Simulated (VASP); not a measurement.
# Rb (P6_3/mmc) in VASP: a series of runs

Runs on Rb. Level: PBE. Tasks: single point.

Everything below comes from runs of VASP 6.6.1. Logs are shortened: lines on timing, memory, paths and dates and some standing lists are left out, and cuts for length are marked.

**1. The cell of the first run**

It takes space group P6_3/mmc (No. 194, hexagonal). The conventional cell has a = 5.042 Å, b = 5.042 Å, c = 8.319 Å, α = 90.00°, β = 90.00°, γ = 120.00°.

This isn't the form of Rb at room conditions, which is bcc.

**2. Single point, PBE**

Input file POSCAR:

```
Rb
1.0
    5.0419373083      0.0000000000      0.0000000000
   -2.5209686541      4.3664457933      0.0000000000
    0.0000000000      0.0000000000      8.3185565893
Rb
2
Direct
    0.3333333333      0.6666666667      0.2500000000
    0.6666666667      0.3333333333      0.7500000000
```

Input file INCAR.step1:

```
SYSTEM = Rb
PREC = Accurate
ENCUT = 520
EDIFF = 1E-6
ISMEAR = -1
SIGMA = 0.08
LREAL = .False.
LASPH = .True.
NELM = 60
ALGO = Normal
ISIF = 2
LWAVE = .False.
LCHARG = .True.
GGA = PE
NBANDS = 16
```

Input file KPOINTS.step1:

```
regular mesh
0
Gamma
  9 9 5
  0 0 0
```

Input file INCAR.step2:

```
SYSTEM = Rb
PREC = Accurate
ENCUT = 520
EDIFF = 1E-6
ISMEAR = -5
SIGMA = 0.08
LREAL = .False.
LASPH = .True.
NELM = 60
ALGO = Normal
ISIF = 2
LWAVE = .False.
LCHARG = .False.
GGA = PE
LORBIT = 11
NBANDS = 16
NEDOS = 2001
ICHARG = 11
```

Input file KPOINTS.step2:

```
regular mesh
0
Gamma
  14 14 8
  0 0 0
```

Potentials or basis: VASP PAW PBE potentials, release 64 (Rb_sv).

Run with:

```console
$ cat potpaw_PBE.64/Rb_sv/POTCAR > POTCAR
$ cp INCAR.step1 INCAR
$ cp KPOINTS.step1 KPOINTS
$ mpirun -np 1 vasp_std > vasp.out
$ cp INCAR.step2 INCAR
$ cp KPOINTS.step2 KPOINTS
$ mpirun -np 1 vasp_std > vasp.out
```

OUTCAR:

```text
SYSTEM = Rb
   PREC = Accurate
   ENCUT = 520
   EDIFF = 1E-6
   ISMEAR = -5
   LREAL = .False.
   LASPH = .True.
   NELM = 60
   ISIF = 2
   GGA = PE
   LORBIT = 11
   ICHARG = 11

 ion  position               nearest neighbor table
   1  0.333  0.667  0.250-   2 5.08   2 5.08   2 5.08   2 5.08   2 5.08   2 5.08
   2  0.667  0.333  0.750-   1 5.08   1 5.08   1 5.08   1 5.08   1 5.08   1 5.08

  LATTYP: Found a hexagonal cell.
 ALAT       =     5.0419373083
 C/A-ratio  =     1.6498730707

  Lattice vectors:

 A1 = (   5.0419373083,   0.0000000000,   0.0000000000)
 A2 = (  -2.5209686541,   4.3664457933,   0.0000000000)
 A3 = (   0.0000000000,   0.0000000000,   8.3185565893)

Analysis of symmetry for initial positions (statically):
=====================================================================
 Subroutine PRICEL returns:
 Original cell was already a primitive cell.

 Routine SETGRP: Setting up the symmetry group for a
 hexagonal supercell.

 Subroutine GETGRP returns: Found 24 space group operations
 (whereof 12 operations were pure point group operations)
 out of a pool of 24 trial point group operations.

The static configuration has the point symmetry D_3d.
 The point group associated with its full space group is D_6h.

Analysis of symmetry for dynamics (positions and initial velocities):
=====================================================================
 Subroutine PRICEL returns:
 Original cell was already a primitive cell.

 Routine SETGRP: Setting up the symmetry group for a
 hexagonal supercell.

 Subroutine GETGRP returns: Found 24 space group operations
 (whereof 12 operations were pure point group operations)
 out of a pool of 24 trial point group operations.

The dynamic configuration has the point symmetry D_3d.
 The point group associated with its full space group is D_6h.

 Subroutine INISYM returns: Found 24 space group operations
 (whereof 12 operations are pure point group operations),
 and found     1 'primitive' translations

----------------------------------------------------------------------------------------

                                     Primitive cell

  volume of cell :     183.1359

  direct lattice vectors                    reciprocal lattice vectors
     5.041937308  0.000000000  0.000000000     0.198336461  0.114509609  0.000000000
    -2.520968654  4.366445793  0.000000000     0.000000000  0.229019218  0.000000000
     0.000000000  0.000000000  8.318556589     0.000000000  0.000000000  0.120213163

  length of vectors
     5.041937308  5.041937308  8.318556589     0.229019218  0.229019218  0.120213163

  position of ions in fractional coordinates (direct lattice)
     0.333333333  0.666666667  0.250000000
     0.666666667  0.333333333  0.750000000

  ion indices of the primitive-cell ions
   primitive index   ion index
                 1           1
                 2           2

----------------------------------------------------------------------------------------

 KPOINTS: regular mesh

Automatic generation of k-mesh.
 Grid dimensions read from file:
 generate k-points for:   14   14    8

 Generating k-lattice:

  Cartesian coordinates                     Fractional coordinates (reciprocal lattice)
     0.014166890  0.008179258  0.000000000     0.071428571  0.000000000  0.000000000
     0.000000000  0.016358516  0.000000000     0.000000000  0.071428571  0.000000000
     0.000000000  0.000000000  0.015026645     0.000000000  0.000000000  0.125000000

  Length of vectors
     0.016358516  0.016358516  0.015026645

  Shift w.r.t. Gamma in fractional coordinates (k-lattice)
     0.000000000  0.000000000  0.000000000

 TETIRR: Found   1624 inequivalent tetrahedra from     9408

 Subroutine IBZKPT returns following result:
 ===========================================

 Found    120 irreducible k-points:

 Following reciprocal coordinates:
            Coordinates               Weight
  0.000000  0.000000  0.000000      1.000000
  0.071429 -0.000000  0.000000      6.000000
  0.142857 -0.000000  0.000000      6.000000
  0.214286 -0.000000  0.000000      6.000000
  0.285714 -0.000000  0.000000      6.000000
  0.357143  0.000000  0.000000      6.000000
[... 16 lines left out ...]
  0.285714  0.285714  0.000000      6.000000
  0.357143  0.285714  0.000000      6.000000
 [... further k-points ...]
   k-points           NKPTS =    120   k-points in BZ     NKDIM =    120   number of bands    NBANDS=     16
   number of dos      NEDOS =   2001   number of ions     NIONS =      2
   total plane-waves  NPLWV = 102400
   dimension x,y,z NGX =    40 NGY =   40 NGZ =   64
   dimension x,y,z NGXF=    80 NGYF=   80 NGZF=  128
   ions per type =               2
   NGX,Y,Z   is equivalent  to a cutoff of  13.19, 13.19, 12.79 a.u.
   NGXF,Y,Z  is equivalent  to a cutoff of  26.38, 26.38, 25.58 a.u.
 SYSTEM =  Rb
   PREC   = accura    normal or accurate (medium, high low for compatibility)
   ISTART =      0    job   : 0-new  1-cont  2-samecut
   ICHARG =     11    charge: 1-file 2-atom 10-const
   ISPIN  =      1    spin polarized calculation?
   LNONCOLLINEAR =      F non collinear calculations
   LSORBIT =      F    spin-orbit coupling
   LASPH  =      T    aspherical Exc in radial PAW
   ENCUT  =  520.0 eV  38.22 Ry    6.18 a.u.   9.37  9.37 15.47*2*pi/ulx,y,z
   NELM   =     60;   NELMIN=  2; NELMDL=  0     # of ELM steps
   EDIFF  = 0.1E-05   stopping-criterion for ELM
   LREAL  =      F    real-space projection
   EDIFFG = 0.1E-04   stopping-criterion for IOM
   NSW    =      0    number of steps for IOM
   IBRION =     -1    ionic relax: 0-MD 1-quasi-New 2-CG
   NFREE  =      0    steps in history (QN), initial steepest desc. (CG)
   ISIF   =      2    stress and relaxation
   ISYM   =      2    0-nonsym 1-usesym 2-fastsym
   POTIM  = 0.5000    time-step for ionic-motion
   TEBEG  =    0.0;   TEEND  =   0.0 temperature during run
   PSTRESS=    0.0 pullay stress
   NELECT =      18.0000    total number of electrons
   NUPDOWN=      -1.0000    fix difference up-down
   EMIN   =  10.00;   EMAX   =-10.00  energy-range for DOS
   EFERMI =   0.00;   METHOD = LEGACY
   ISMEAR =    -5;   SIGMA  =   0.08  broadening in eV -4-tet -1-fermi 0-gaus
   EFERMI_NEDOS =   21; number of points for ismear=-14 and -15
   IALGO  =     38    algorithm
   IMIX   =      4    mixing-type and parameters
     AMIX     =   0.40;   BMIX     =  1.00
     AMIX_MAG =   1.60;   BMIX_MAG =  1.00
  volume/ion in A,a.u.               =      91.57       617.93
  Fermi-wavevector in a.u.,A,eV,Ry     =   0.755512  1.427710  7.766176  0.570798
  Thomas-Fermi vector in A             =   1.853423
   LORBIT       =     11    0 simple, 1 ext, 2 COOP (PROOUT), +10 PAW based schemes
   GGA     = PE    functional components
   LHFCALC =     F    Hartree Fock is set to
   AEXX    =    0.0000 exact exchange contribution
   IVDW    =     0    specifies the selected vdW correction
   LEPSILON=     F    determine dielectric tensor
   LRPA    =     F    only Hartree local field effects (RPA)
 non-spin polarized calculation
 Fermi weights with tetrahedron method with Bloechl corrections
  energy-cutoff  :      520.00
  volume of cell :      183.14
 maximum number of plane-waves:      4958
 NGX is ok and might be reduce to    40

 number of electron      18.0000000 magnetization

 Free energy of the ion-electron system (eV)
  ---------------------------------------------------
  ext. energy  EPLUGINS =         0.00000000
  ---------------------------------------------------
  free energy    TOTEN  =        -1.87412895 eV

  energy without entropy =       -1.87412895  energy(sigma->0) =       -1.87412895

 E-fermi :   0.0046     XC(G=0):  -5.4501

 val. band max:        0.0498153988   @ k =   0.5000  -0.0000   0.0000
 cond. band min:      -0.0091203363   @ k =   0.3571   0.0714   0.5000
 fundamental gap:     -0.0589357351
 Fermi energy:         0.0045613794

 k-point     1 :       0.0000    0.0000    0.0000
  band No.  band energies     occupation
      1     -28.9014      2.00000
      2     -28.8979      2.00000
      3     -13.0355      2.00000
      4     -12.9573      2.00000
      5     -12.9573      2.00000
      6     -12.9457      2.00000
[... 8 lines left out ...]
     15       3.8728      0.00000
     16       3.8728      0.00000

 k-point     2 :       0.0714   -0.0000    0.0000
  band No.  band energies     occupation
      1     -28.9012      2.00000
      2     -28.8978      2.00000
      3     -13.0340      2.00000
      4     -12.9608      2.00000
      5     -12.9584      2.00000
      6     -12.9490      2.00000
[... 8 lines left out ...]
     15       3.7184      0.00000
     16       3.9274      0.00000

 k-point     3 :       0.1429   -0.0000    0.0000
  band No.  band energies     occupation
      1     -28.9007      2.00000
      2     -28.8976      2.00000
      3     -13.0297      2.00000
      4     -12.9709      2.00000
      5     -12.9615      2.00000
      6     -12.9593      2.00000
[... 8 lines left out ...]
     15       3.8059      0.00000
     16       3.8142      0.00000

 k-point     4 :       0.2143   -0.0000    0.0000
  band No.  band energies     occupation
      1     -28.9000      2.00000
      2     -28.8972      2.00000
      3     -13.0230      2.00000
      4     -12.9855      2.00000
      5     -12.9739      2.00000
      6     -12.9658      2.00000
[... 8 lines left out ...]
     15       3.7841      0.00000
     16       3.8587      0.00000
[... 324 lines left out ...]
 k-point    22 :       0.3571    0.2143    0.0000
  band No.  band energies     occupation
      1     -28.8972      2.00000
      2     -28.8965      2.00000
      3     -13.0208      2.00000
      4     -13.0083      2.00000
      5     -12.9930      2.00000
      6     -12.9892      2.00000
[... 8 lines left out ...]
     15       2.6673      0.00000
     16       3.3308      0.00000

 k-point    23 :       0.2857    0.2857    0.0000
  band No.  band energies     occupation
      1     -28.8972      2.00000
      2     -28.8965      2.00000
      3     -13.0165      2.00000
      4     -13.0075      2.00000
      5     -12.9947      2.00000
      6     -12.9880      2.00000
[... 8 lines left out ...]
     15       2.4578      0.00000
     16       3.3797      0.00000

 k-point    24 :       0.3571    0.2857    0.0000
  band No.  band energies     occupation
      1     -28.8969      2.00000
      2     -28.8966      2.00000
      3     -13.0162      2.00000
      4     -13.0032      2.00000
      5     -13.0009      2.00000
      6     -12.9861      2.00000
[... 8 lines left out ...]
     15       2.6454      0.00000
     16       3.3364      0.00000

 [... further k-points ...]
[... 5 lines left out ...]
  --------------------------------------------------------------------------------------
  -------------------------------------------------------------------------------------
  Total        0.0186018      0.0186018     -0.0632480      0.0000000      0.0000000      0.0000000
  in kB        0.1627390      0.1627390     -0.5533294      0.0000000      0.0000000      0.0000000
  external PRESSURE =      -0.0759505 kB  Pullay stress =       0.0000000 kB

 VOLUME and BASIS-vectors are now :
 -----------------------------------------------------------------------------
  energy-cutoff  :      520.00
  volume of cell :      183.14
      direct lattice vectors                 reciprocal lattice vectors
     5.041937308  0.000000000  0.000000000     0.198336461  0.114509609  0.000000000
    -2.520968654  4.366445793  0.000000000     0.000000000  0.229019218  0.000000000
     0.000000000  0.000000000  8.318556589     0.000000000  0.000000000  0.120213163

 POSITION                                       TOTAL-FORCE (eV/Angst)
 -----------------------------------------------------------------------------------
     -0.00000      2.91096      2.07964        -0.000000     -0.000000      0.000000
      2.52097      1.45548      6.23892         0.000000      0.000000      0.000000
 -----------------------------------------------------------------------------------
    total drift:                               -0.000000      0.000000     -0.000000

  FREE ENERGIE OF THE ION-ELECTRON SYSTEM (eV)
  ---------------------------------------------------
  free  energy   TOTEN  =        -1.8741289520 eV

  energy  without entropy=       -1.8741289520  energy(sigma->0) =       -1.87412895

 total charge

# of ion       s       p       d       tot
------------------------------------------
    1        1.964   5.321   0.005   7.290
    2        1.964   5.321   0.005   7.290
--------------------------------------------------
tot          3.929  10.641   0.010  14.580
```

Run time: 7.3 min. Hardware: 1 thread of Intel Xeon 8259CL, shared host; peak memory 0.47 GiB.

What came out:

```
Valence electrons inside the program's atomic spheres : Rb 7.29
```

Levels at points of the mesh, in eV from the Fermi level:
```tsv
k point	band 6	band 7	band 8	band 9	band 10	band 11	band 12	band 13
(0.00, 0.00, 0.00)	-12.95	-12.95	-12.95	-1.97	0.10	0.62	3.48	3.48
(0.50, 0.00, 0.00)	-12.98	-12.97	-12.96	0.05	0.31	1.29	1.55	2.03
(0.00, 0.00, 0.50)	-12.96	-12.96	-12.96	-1.31	-1.31	2.27	2.27	3.52
(0.50, 0.00, 0.50)	-12.97	-12.97	-12.97	0.41	0.41	0.90	0.90	2.50
```

Caveat: tetrahedron occupations give inexact forces and stress in metals.

**3. Single point, PBE (41.21 Å³/atom)**

This run uses another cell than the first one, of 41.21 Å³/atom.

Input file POSCAR:

```
Rb
1.0
    3.8636841169      0.0000000000      0.0000000000
   -1.9318420584      3.3460485974      0.0000000000
    0.0000000000      0.0000000000      6.3745883782
Rb
2
Direct
    0.3333333333      0.6666666667      0.2500000000
    0.6666666667      0.3333333333      0.7500000000
```

Input file INCAR.step1:

```
ALGO = Normal
EDIFF = 1E-6
ENCUT = 520
GGA = PE
ISIF = 2
ISMEAR = -1
LASPH = T
LCHARG = T
LREAL = F
LWAVE = F
NBANDS = 16
NELM = 80
PREC = Accurate
SIGMA = 0.08
```

Input file KPOINTS.step1:

```
k-points
0
Gamma
  9 9 5
```

Input file INCAR.step2:

```
ALGO = Normal
EDIFF = 1E-6
ENCUT = 520
GGA = PE
ICHARG = 11
ISIF = 2
ISMEAR = -5
LASPH = T
LCHARG = F
LORBIT = 11
LREAL = F
LWAVE = F
NEDOS = 2001
NELM = 80
PREC = Accurate
SIGMA = 0.08
```

Input file KPOINTS.step2:

```
k-points
0
Gamma
  14 14 8
```

Potentials or basis: VASP PAW PBE potentials, release 64 (Rb_sv).

Run with:

```console
$ cat potpaw_PBE.64/Rb_sv/POTCAR > POTCAR
$ cp INCAR.step1 INCAR
$ cp KPOINTS.step1 KPOINTS
$ mpirun -np 1 vasp_std > vasp.out
$ cp INCAR.step2 INCAR
$ cp KPOINTS.step2 KPOINTS
$ mpirun -np 1 vasp_std > vasp.out
```

Wall time 42 s (1 thread of Intel Xeon 6975P-C (Granite Rapids), shared host); peak memory 0.26 GiB.

It converged, with:

```
Valence electrons inside the program's atomic spheres : Rb 7.33
```

Levels at points of the mesh, in eV from the Fermi level:
| k point | band 5 | band 6 | band 7 | band 8 | band 9 | band 10 | band 11 | band 12 | band 13 |
| --- | --- | --- | --- | --- | --- | --- | --- | --- | --- |
| (0.00, 0.00, 0.00) | -12.81 | -12.70 | -12.69 | -12.69 | -3.00 | -0.28 | 1.97 | 3.88 | 3.90 |
| (0.50, 0.00, 0.00) | -13.25 | -13.04 | -12.93 | -12.82 | 0.06 | 0.31 | 0.54 | 1.74 | 2.96 |
| (0.00, 0.00, 0.50) | -12.75 | -12.75 | -12.75 | -12.75 | -1.63 | -1.63 | 2.52 | 2.52 | 3.93 |
| (0.50, 0.00, 0.50) | -12.95 | -12.95 | -12.93 | -12.93 | -0.19 | -0.19 | 1.79 | 1.79 | 2.88 |

Caveat: tetrahedron occupations give inexact forces and stress in metals.
